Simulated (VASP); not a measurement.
Here is a VASP 6.6.1 calculation.

Contents of INCAR:

```
SYSTEM = FeO
ALGO     = Normal         ! electronic algorithm
EDIFF    = 1E-6           ! SCF threshold, eV
ENCUT    = 600            ! plane-wave cutoff, eV
GGA      = PE             ! functional
GGA_COMPAT= .False.      
ISIF     = 2              ! what is computed and relaxed
ISMEAR   = -1             ! smearing method
ISPIN    = 2              ! spin polarisation
LASPH    = .True.         ! aspherical terms in the spheres
LCHARG   = .False.        ! write CHGCAR
LDAU     = .True.         ! DFT+U
LDAUJ    = 0 0          
LDAUL    = 2 -1           ! shell
LDAUPRINT= 1            
LDAUTYPE = 2            
LDAUU    = 3 0            ! U, eV
LMAXMIX  = 4              ! l up to which the mixer works
LORBIT   = 11             ! projections on sites
LREAL    = .False.        ! projectors in reciprocal space
LWAVE    = .False.        ! write WAVECAR
MAGMOM   = 4 -4 0 0       ! initial moments
NBANDS   = 26             ! bands
NELM     = 200            ! most SCF steps
PREC     = Accurate       ! precision mode
SIGMA    = 0.02           ! smearing width, eV
```

File KPOINTS:

```
k-points
0
Gamma
  6 6 4
  0 0 0
```

POSCAR

```
FeO
1.0
    2.9500000000      0.0000000000      0.0000000000
   -1.4750000000      2.5547750000      0.0000000000
    0.0000000000      0.0000000000      5.2000000000
Fe O
2 2
Direct
    0.0000000000      0.0000000000      0.0000000000
    0.0000000000      0.0000000000      0.5000000000
    0.3333330000      0.6666670000      0.2500000000
    0.6666670000      0.3333330000      0.7500000000
```

Potentials or basis: VASP PAW PBE potentials, release 64 (Fe, O).

Command:

```console
$ cat potpaw_PBE.64/Fe/POTCAR potpaw_PBE.64/O/POTCAR > POTCAR
$ mpirun -np 1 vasp_std > vasp.out
```

Question: Predict the band gap on the k mesh.

Answer: 1.36 eV, direct.

Question: What does it give for the net moment?

Answer: 0.00 μB per cell.

Question: Predict the site moments.

Answer: Fe +3.61, -3.61; O +0.00 μB.

Stress tensor (GPa, compression positive):
```
12.10  0.00  0.00
 0.00 12.10  0.00
 0.00  0.00  6.55
```

A k mesh can miss the band edges. The state reached can hang on the start; a lower one may exist.
